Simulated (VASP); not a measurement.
# HfSiO4 (P-6m2) in VASP: notebook

The runs below take HfSiO4 through single point, relaxation of cell and atoms, with PBE.

All numbers are computed with VASP 6.6.1; they aren't measurements. Logs are shortened: lines on timing, memory, paths and dates and some standing lists are left out, and cuts for length are marked.

## 1. The cell of the first run

The structure is hexagonal, space group P-6m2 (No. 187). Conventional cell: a = 4.243 Å, b = 4.243 Å, c = 4.930 Å, α = 90.00°, β = 90.00°, γ = 120.00°. Within 3.2 Å of Hf (site symmetry -6m2) lie 9 O at 2.45 to 2.70 Å. Si (site symmetry -6m2) has 3 O at 1.36 Å within 1.8 Å. Within 1.8 Å of O (site symmetry mm2) lie 1 Si at 1.36 Å. O (site symmetry -6m2) has 3 Hf at 2.45 Å and 2 Si at 2.47 Å and 6 O at 2.81 Å within 3.2 Å.

## 2. Single point, PBE

The input, INCAR:

```
PREC     = Accurate       # precision mode
ENCUT    = 520            # plane-wave cutoff, eV
EDIFF    = 1E-7           # SCF threshold, eV
ISMEAR   = 0              # smearing method
SIGMA    = 0.1            # smearing width, eV
LREAL    = F              # projectors in reciprocal space
LASPH    = T              # aspherical terms in the spheres
NELM     = 60             # most SCF steps
ALGO     = Normal         # electronic algorithm
ISIF     = 2              # what is computed and relaxed
LWAVE    = F              # write WAVECAR
LCHARG   = T              # write CHGCAR
GGA      = PE             # functional
LELF     = T              # ELF
LVHAR    = T            
NBANDS   = 28             # bands
```

The input, KPOINTS:

```
regular mesh
0
Gamma
  6 6 4
```

The input, POSCAR:

```
HfSiO4
1.0
    4.2434415600      0.0000000000      0.0000000000
   -2.1217207800      3.6749281900      0.0000000000
    0.0000000000      0.0000000000      4.9304656300
Hf Si O
1 1 4
Direct
    0.3333333300      0.6666666700      0.0000000000
    0.6666666700      0.3333333300      0.5000000000
    0.4822136100      0.5177863900      0.5000000000
    0.4822136100      0.9644272300      0.5000000000
    0.0355727700      0.5177863900      0.5000000000
    0.6666666700      0.3333333300      0.0000000000
```

Potentials or basis: VASP PAW PBE potentials, release 64 (Hf_pv, Si, O).

Launch:

```
$ cat potpaw_PBE.64/Hf_pv/POTCAR potpaw_PBE.64/Si/POTCAR potpaw_PBE.64/O/POTCAR > POTCAR
$ mpirun -np 1 vasp_std > vasp.out
```

OUTCAR:

```text
PREC = Accurate
   ENCUT = 520
   EDIFF = 1E-7
   ISMEAR = 0
   LREAL = F
   LASPH = T
   NELM = 60
   ISIF = 2
   GGA = PE

 ion  position               nearest neighbor table
   1  0.333  0.667  0.000-   6 2.45   6 2.45   6 2.45   4 2.70   4 2.70   3 2.70   5 2.70   5 2.70
                             3 2.70   2 3.48   2 3.48   2 3.48   2 3.48   2 3.48   2 3.48
   2  0.667  0.333  0.500-   4 1.36   5 1.36   3 1.36   6 2.47   6 2.47   1 3.48   1 3.48   1 3.48
                             1 3.48   1 3.48   1 3.48
   3  0.482  0.518  0.500-   2 1.36   4 1.90   5 1.90   1 2.70   1 2.70
   4  0.482  0.964  0.500-   2 1.36   3 1.90   5 1.90   1 2.70   1 2.70
   5  0.036  0.518  0.500-   2 1.36   4 1.90   3 1.90   1 2.70   1 2.70
   6  0.667  0.333  0.000-   1 2.45   1 2.45   1 2.45   2 2.47   2 2.47

  LATTYP: Found a hexagonal cell.
 ALAT       =     4.2434415600
 C/A-ratio  =     1.1619025643

  Lattice vectors:

 A1 = (   4.2434415600,   0.0000000000,   0.0000000000)
 A2 = (  -2.1217207800,   3.6749281900,   0.0000000000)
 A3 = (   0.0000000000,   0.0000000000,   4.9304656300)

Analysis of symmetry for initial positions (statically):
=====================================================================
 Subroutine PRICEL returns:
 Original cell was already a primitive cell.

 Routine SETGRP: Setting up the symmetry group for a
 hexagonal supercell.

 Subroutine GETGRP returns: Found 12 space group operations
 (whereof 12 operations were pure point group operations)
 out of a pool of 24 trial point group operations.

The static configuration has the point symmetry D_3h.

Analysis of symmetry for dynamics (positions and initial velocities):
=====================================================================
 Subroutine PRICEL returns:
 Original cell was already a primitive cell.

 Routine SETGRP: Setting up the symmetry group for a
 hexagonal supercell.

 Subroutine GETGRP returns: Found 12 space group operations
 (whereof 12 operations were pure point group operations)
 out of a pool of 24 trial point group operations.

The dynamic configuration has the point symmetry D_3h.

 Subroutine INISYM returns: Found 12 space group operations
 (whereof 12 operations are pure point group operations),
 and found     1 'primitive' translations

----------------------------------------------------------------------------------------

                                     Primitive cell

  volume of cell :      76.8874

  direct lattice vectors                    reciprocal lattice vectors
     4.243441560  0.000000000  0.000000000     0.235657776  0.136057080  0.000000000
    -2.121720780  3.674928190  0.000000000     0.000000000  0.272114161  0.000000000
     0.000000000  0.000000000  4.930465630     0.000000000  0.000000000  0.202820601

  length of vectors
     4.243441560  4.243441560  4.930465630     0.272114161  0.272114161  0.202820601

  position of ions in fractional coordinates (direct lattice)
     0.333333330  0.666666670  0.000000000
     0.666666670  0.333333330  0.500000000
     0.482213610  0.517786390  0.500000000
     0.482213610  0.964427230  0.500000000
     0.035572770  0.517786390  0.500000000
     0.666666670  0.333333330  0.000000000

  ion indices of the primitive-cell ions
   primitive index   ion index
                 1           1
                 2           2
                 3           3
                 4           4
                 5           5
                 6           6

----------------------------------------------------------------------------------------

 KPOINTS: regular mesh

Automatic generation of k-mesh.
 Grid dimensions read from file:
 generate k-points for:    6    6    4

 Generating k-lattice:

  Cartesian coordinates                     Fractional coordinates (reciprocal lattice)
     0.039276296  0.022676180  0.000000000     0.166666667  0.000000000  0.000000000
     0.000000000  0.045352360  0.000000000     0.000000000  0.166666667  0.000000000
     0.000000000  0.000000000  0.050705150     0.000000000  0.000000000  0.250000000

  Length of vectors
     0.045352360  0.045352360  0.050705150

  Shift w.r.t. Gamma in fractional coordinates (k-lattice)
     0.000000000  0.000000000  0.000000000

 Subroutine IBZKPT returns following result:
 ===========================================

 Found     21 irreducible k-points:

 Following reciprocal coordinates:
            Coordinates               Weight
  0.000000  0.000000  0.000000      1.000000
  0.166667  0.000000  0.000000      6.000000
  0.333333  0.000000  0.000000      6.000000
  0.500000 -0.000000  0.000000      3.000000
  0.166667  0.166667  0.000000      6.000000
  0.333333  0.166667  0.000000     12.000000
[... 13 lines left out ...]
  0.333333  0.166667  0.500000     12.000000
  0.333333  0.333333  0.500000      2.000000
   k-points           NKPTS =     21   k-points in BZ     NKDIM =     21   number of bands    NBANDS=     28
   number of dos      NEDOS =    301   number of ions     NIONS =      6
   total plane-waves  NPLWV =  40960
   dimension x,y,z NGX =    32 NGY =   32 NGZ =   40
   dimension x,y,z NGXF=    64 NGYF=   64 NGZF=   80
   ions per type =               1   1   4
   NGX,Y,Z   is equivalent  to a cutoff of  12.54, 12.54, 13.49 a.u.
   NGXF,Y,Z  is equivalent  to a cutoff of  25.07, 25.07, 26.97 a.u.
 SYSTEM =  unknown system
   PREC   = accura    normal or accurate (medium, high low for compatibility)
   ISTART =      0    job   : 0-new  1-cont  2-samecut
   ICHARG =      2    charge: 1-file 2-atom 10-const
   ISPIN  =      1    spin polarized calculation?
   LNONCOLLINEAR =      F non collinear calculations
   LSORBIT =      F    spin-orbit coupling
   LASPH  =      T    aspherical Exc in radial PAW
   ENCUT  =  520.0 eV  38.22 Ry    6.18 a.u.   7.89  7.89  9.17*2*pi/ulx,y,z
   NELM   =     60;   NELMIN=  2; NELMDL= -5     # of ELM steps
   EDIFF  = 0.1E-06   stopping-criterion for ELM
   LREAL  =      F    real-space projection
   EDIFFG = 0.1E-05   stopping-criterion for IOM
   NSW    =      0    number of steps for IOM
   IBRION =     -1    ionic relax: 0-MD 1-quasi-New 2-CG
   NFREE  =      0    steps in history (QN), initial steepest desc. (CG)
   ISIF   =      2    stress and relaxation
   ISYM   =      2    0-nonsym 1-usesym 2-fastsym
   POTIM  = 0.5000    time-step for ionic-motion
   TEBEG  =    0.0;   TEEND  =   0.0 temperature during run
   PSTRESS=    0.0 pullay stress
   NELECT =      38.0000    total number of electrons
   NUPDOWN=      -1.0000    fix difference up-down
   EMIN   =  10.00;   EMAX   =-10.00  energy-range for DOS
   EFERMI =   0.00;   METHOD = LEGACY
   ISMEAR =     0;   SIGMA  =   0.10  broadening in eV -4-tet -1-fermi 0-gaus
   EFERMI_NEDOS =   21; number of points for ismear=-14 and -15
   IALGO  =     38    algorithm
   IMIX   =      4    mixing-type and parameters
     AMIX     =   0.40;   BMIX     =  1.00
     AMIX_MAG =   1.60;   BMIX_MAG =  1.00
  volume/ion in A,a.u.               =      12.81        86.48
  Fermi-wavevector in a.u.,A,eV,Ry     =   1.294348  2.445963 22.794337  1.675336
  Thomas-Fermi vector in A             =   2.425936
   LORBIT       =      0    0 simple, 1 ext, 2 COOP (PROOUT), +10 PAW based schemes
   GGA     = PE    functional components
   LHFCALC =     F    Hartree Fock is set to
   AEXX    =    0.0000 exact exchange contribution
   IVDW    =     0    specifies the selected vdW correction
   LEPSILON=     F    determine dielectric tensor
   LRPA    =     F    only Hartree local field effects (RPA)
 non-spin polarized calculation
 Gauss-broadening in eV      SIGMA  =   0.10
  energy-cutoff  :      520.00
  volume of cell :       76.89
 maximum number of plane-waves:      2106
 NGX is ok and might be reduce to    32
   NGX = 15   NGY = 15   NGZ = 19

 number of electron      37.9999992 magnetization

 Free energy of the ion-electron system (eV)
  ---------------------------------------------------
  ext. energy  EPLUGINS =         0.00000000
  ---------------------------------------------------
  free energy    TOTEN  =       -35.18675586 eV

  energy without entropy =      -35.15697961  energy(sigma->0) =      -35.17186774

 E-fermi :   4.5592     XC(G=0): -10.1195

 val. band max:        4.5450096884   @ k =   0.5000  -0.0000   0.5000
 cond. band min:       4.5638900077   @ k =   0.3333   0.0000   0.5000
 fundamental gap:      0.0188803193
 Fermi energy:         4.5592123761

 k-point     1 :       0.0000    0.0000    0.0000
  band No.  band energies     occupation
      1     -29.2980      2.00000
      2     -29.1093      2.00000
      3     -29.1093      2.00000
      4     -17.6639      2.00000
      5     -14.2169      2.00000
      6     -14.2169      2.00000
[... 20 lines left out ...]
     27      12.7581      0.00000
     28      12.9649      0.00000

 k-point     2 :       0.1667    0.0000    0.0000
  band No.  band energies     occupation
      1     -29.2974      2.00000
      2     -29.1175      2.00000
      3     -29.1110      2.00000
      4     -17.5137      2.00000
      5     -14.5515      2.00000
      6     -14.2350      2.00000
[... 20 lines left out ...]
     27      12.6707      0.00000
     28      12.9061      0.00000

 k-point     3 :       0.3333    0.0000    0.0000
  band No.  band energies     occupation
      1     -29.2963      2.00000
      2     -29.1336      2.00000
      3     -29.1142      2.00000
      4     -17.1053      2.00000
      5     -15.2385      2.00000
      6     -14.2708      2.00000
[... 20 lines left out ...]
     27      12.7530      0.00000
     28      12.7952      0.00000

 k-point     4 :       0.5000   -0.0000    0.0000
  band No.  band energies     occupation
      1     -29.2957      2.00000
      2     -29.1417      2.00000
      3     -29.1158      2.00000
      4     -16.7478      2.00000
      5     -15.7216      2.00000
      6     -14.2885      2.00000
[... 20 lines left out ...]
     27      12.7743      0.00000
     28      12.9317      0.00000

 k-point     5 :       0.1667    0.1667    0.0000
  band No.  band energies     occupation
      1     -29.2966      2.00000
      2     -29.1283      2.00000
      3     -29.1147      2.00000
      4     -17.2295      2.00000
      5     -15.0417      2.00000
      6     -14.2708      2.00000
[... 20 lines left out ...]
     27      12.3048      0.00000
     28      12.7232      0.00000

 k-point     6 :       0.3333    0.1667    0.0000
  band No.  band energies     occupation
      1     -29.2957      2.00000
      2     -29.1383      2.00000
      3     -29.1192      2.00000
      4     -16.7575      2.00000
      5     -15.6952      2.00000
      6     -14.3104      2.00000
[... 370 lines left out ...]
      5     -15.6654      2.00000
      6     -14.3007      2.00000
[... 20 lines left out ...]
     27      11.5846      0.00000
     28      12.9130      0.00000

 k-point    19 :       0.1667    0.1667    0.5000
  band No.  band energies     occupation
      1     -29.3040      2.00000
      2     -29.1277      2.00000
      3     -29.1142      2.00000
      4     -17.1389      2.00000
      5     -14.9970      2.00000
      6     -14.2825      2.00000
[... 20 lines left out ...]
     27      11.9114      0.00000
     28      12.8141      0.00000

 k-point    20 :       0.3333    0.1667    0.5000
  band No.  band energies     occupation
      1     -29.3029      2.00000
      2     -29.1375      2.00000
      3     -29.1187      2.00000
      4     -16.6782      2.00000
      5     -15.6374      2.00000
      6     -14.3228      2.00000
[... 20 lines left out ...]
     27      11.6130      0.00000
     28      12.8032      0.00000

 k-point    21 :       0.3333    0.3333    0.5000
  band No.  band energies     occupation
      1     -29.3025      2.00000
      2     -29.1367      2.00000
      3     -29.1243      2.00000
      4     -16.2548      2.00000
      5     -16.1038      2.00000
      6     -14.3541      2.00000
[... 20 lines left out ...]
     27      12.2571      0.00000
     28      12.5462      0.00000

------------------------ aborting loop because EDIFF is reached ----------------------------------------

  FORCE on cell =-STRESS in cart. coord.  units (eV):
  Direction    XX          YY          ZZ          XY          YZ          ZX
  --------------------------------------------------------------------------------------
  -------------------------------------------------------------------------------------
  Total       46.4083468     46.4083468    -17.1503732     -0.0000000      0.0000000      0.0000000
  in kB      967.0560847    967.0560845   -357.3790901     -0.0000000      0.0000000      0.0000000
  external PRESSURE =     525.5776930 kB  Pullay stress =       0.0000000 kB

 VOLUME and BASIS-vectors are now :
 -----------------------------------------------------------------------------
  energy-cutoff  :      520.00
  volume of cell :       76.89
      direct lattice vectors                 reciprocal lattice vectors
     4.243441560  0.000000000  0.000000000     0.235657776  0.136057080  0.000000000
    -2.121720780  3.674928190  0.000000000     0.000000000  0.272114161  0.000000000
     0.000000000  0.000000000  4.930465630     0.000000000  0.000000000  0.202820601

 POSITION                                       TOTAL-FORCE (eV/Angst)
 -----------------------------------------------------------------------------------
     -0.00000      2.44995      0.00000        -0.000000      0.000000     -0.000000
      2.12172      1.22498      2.46523        -0.000000      0.000000     -0.000000
      0.94765      1.90283      2.46523        -9.816493      5.667555     -0.000000
     -0.00000      3.54420      2.46523         0.000000    -11.335110      0.000000
     -0.94765      1.90283      2.46523         9.816493      5.667555     -0.000000
      2.12172      1.22498      0.00000         0.000000      0.000000     -0.000000
 -----------------------------------------------------------------------------------
    total drift:                                0.000062     -0.000036      0.000000

  FREE ENERGIE OF THE ION-ELECTRON SYSTEM (eV)
  ---------------------------------------------------
  free  energy   TOTEN  =       -35.1867558610 eV

  energy  without entropy=      -35.1569796105  energy(sigma->0) =      -35.17186774
```

Wall time 22 s (1 thread of Intel Xeon 6975P-C (Granite Rapids), shared host); peak memory 0.21 GiB.

Results:

```yaml
Free_energy: -35.1868 eV
Pressure: 52.6 GPa
Largest_force: 11.335 eV/Å
Band_gap_on_the_k_mesh: zero (band 19 reaches 4.68 eV, above the bottom of band 20 at 3.99 eV)
```

Forces in eV/Å, atoms in the order of the input:
```
Hf    0.000   0.000   0.000
Si    0.000   0.000   0.000
O    -9.816   5.668   0.000
O     0.000 -11.335   0.000
O     9.816   5.668   0.000
O     0.000   0.000   0.000
```

Caveat: spin-orbit coupling is left out, which moves the levels of the heavy elements; forces of over 1 eV/Å act on the atoms, so gaps and moduli don't describe the material at rest.

## 3. Single point, PBE

This run uses another cell than the first one, of 14.45 Å³/atom, 1.128 times its volume.

The input, INCAR:

```
SYSTEM = HfSiO4
PREC = Accurate
ENCUT = 520
EDIFF = 1E-6
ISMEAR = 0
SIGMA = 0.1
LREAL = .FALSE.
LASPH = .TRUE.
NELM = 80
ALGO = Normal
ISIF = 2
LWAVE = .FALSE.
LCHARG = .TRUE.
GGA = PE
LELF = .TRUE.
LVHAR = .TRUE.
NBANDS = 28
```

The input, KPOINTS:

```
Automatic mesh
0
G
  6 6 4
  0 0 0
```

The input, POSCAR:

```
HfSiO4
1.0
    5.5964196571      0.0000000000      0.0000000000
   -2.7982098285      4.8466415933      0.0000000000
    0.0000000000      0.0000000000      3.1964547368
Hf Si O
1 1 4
Direct
    0.3333333333      0.6666666667      0.0000000000
    0.6666666667      0.3333333333      0.5000000000
    0.4836162713      0.5163837287      0.5000000000
    0.4836162713      0.9672325426      0.5000000000
    0.0327674574      0.5163837287      0.5000000000
    0.6666666667      0.3333333333      0.0000000000
```

Potentials or basis: VASP PAW PBE potentials, release 64 (Hf_pv, Si, O).

Launch:

```
$ cat potpaw_PBE.64/Hf_pv/POTCAR potpaw_PBE.64/Si/POTCAR potpaw_PBE.64/O/POTCAR > POTCAR
$ mpirun -np 1 vasp_std > vasp.out
```

It took 21 s on 1 thread of Intel Xeon 6975P-C (Granite Rapids), shared host; peak memory 0.22 GiB.

It converged, with:

| Property | Result |
| --- | --- |
| Free energy | -51.9060 eV |
| Pressure | -0.9 GPa |
| Largest force | 0.175 eV/Å |
| Band gap on the k mesh | 2.32 eV, indirect (least direct gap 2.62 eV) |

Forces in eV/Å, atoms in the order of the input:
```
Hf   0.000  0.000  0.000
Si   0.000  0.000  0.000
O   -0.152  0.088  0.000
O    0.000 -0.175  0.000
O    0.152  0.088  0.000
O    0.000  0.000  0.000
```

Stress tensor (GPa, compression positive):
```
-0.51  0.00  0.00
 0.00 -0.51  0.00
 0.00  0.00 -1.59
```

Levels at points of the mesh, in eV from the valence-band top:
```tsv
k point	band 17	band 18	band 19	band 20	band 21	band 22
(0.00, 0.00, 0.00)	-0.42	-0.31	-0.31	2.32	4.97	4.97
(0.50, 0.00, 0.00)	-1.13	-0.69	0.00	3.07	4.93	5.18
(0.00, 0.00, 0.50)	-0.26	-0.16	-0.16	4.52	4.52	4.99
(0.50, 0.00, 0.50)	-0.74	-0.61	-0.26	4.25	4.68	5.30
```

Caveat: the k points lie up to 0.49 Å⁻¹ apart; spin-orbit coupling is left out, which moves the levels of the heavy elements. A k mesh can miss the band edges.

## 4. Single point, PBE

This run uses another cell than the first one, of 14.45 Å³/atom, 1.128 times its volume.

The input, INCAR:

```
SYSTEM = HfSiO4
PREC = Accurate
ENCUT = 520
EDIFF = 1E-6
ISMEAR = 0
SIGMA = 0.1
LREAL = .False.
LASPH = .True.
NELM = 80
ALGO = Normal
ISIF = 2
LWAVE = .False.
LCHARG = .False.
GGA = PE
NBANDS = 28
```

The input, KPOINTS:

```
regular mesh
0
Gamma
  6 6 6
  0 0 0
```

POSCAR is that of step 3.

Launch:

```
$ cat potpaw_PBE.64/Hf_pv/POTCAR potpaw_PBE.64/Si/POTCAR potpaw_PBE.64/O/POTCAR > POTCAR
$ mpirun -np 1 vasp_std > vasp.out
```

It took 28 s on 1 thread of Intel Xeon 6975P-C (Granite Rapids), shared host; peak memory 0.23 GiB.

The run converged. Its results:

```
Free energy            : -51.9083 eV
Pressure               : -0.9 GPa
Largest force          : 0.177 eV/Å
Band gap on the k mesh : 2.31 eV, indirect (least direct gap 2.62 eV)
```

Forces on the atoms (eV/Å):
```
Hf   0.000  0.000  0.000
Si   0.000  0.000  0.000
O   -0.153  0.088  0.000
O    0.000 -0.177  0.000
O    0.153  0.088  0.000
O    0.000  0.000  0.000
```

Stress tensor (GPa, compression positive):
```
-0.48  0.00  0.00
 0.00 -0.48  0.00
 0.00  0.00 -1.66
```

Levels at points of the mesh, in eV from the valence-band top:
```
           k point  band 15  band 16  band 17  band 18  band 19  band 20  band 21  band 22  band 23  band 24
(0.00, 0.00, 0.00)    -2.21    -0.90    -0.43    -0.32    -0.32     2.31     4.96     4.96     5.07     7.41
(0.50, 0.00, 0.00)    -2.38    -1.43    -1.14    -0.70    -0.01     3.06     4.93     5.18     6.41     7.50
(0.00, 0.00, 0.50)    -1.52    -1.52    -0.27    -0.17    -0.17     4.52     4.52     4.98     6.89     6.89
(0.50, 0.00, 0.50)    -1.80    -1.69    -0.75    -0.61    -0.26     4.25     4.68     5.29     7.44     7.84
```

Caveat: spin-orbit coupling is left out, which moves the levels of the heavy elements.

[end of part 1 of 2]
